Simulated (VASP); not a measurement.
Input of a VASP 6.6.1 run:

The input INCAR:

```
SYSTEM = Cu
ALGO = Normal
EDIFF = 1E-6
ENCUT = 520
GGA = PE
ISIF = 2
ISMEAR = 0
LASPH = .TRUE.
LCHARG = .FALSE.
LREAL = .FALSE.
LWAVE = .FALSE.
NBANDS = 12
NELM = 60
PREC = Accurate
SIGMA = 0.1
```

Contents of KPOINTS:

```
k-points
0
G
  20 20 20
  0 0 0
```

File POSCAR:

```
Cu
1.0
    0.0000000000      1.8148741282      1.8148741282
    1.8148741282      0.0000000000      1.8148741282
    1.8148741282      1.8148741282      0.0000000000
Cu
1
Direct
    0.0000000000      0.0000000000      0.0000000000
```

Potentials or basis: VASP PAW PBE potentials, release 64 (Cu).

Run with:

```console
$ cat potpaw_PBE.64/Cu/POTCAR > POTCAR
$ mpirun -np 1 vasp_std > vasp.out
```

Q: Predict the pressure.

A: 0.6 GPa.
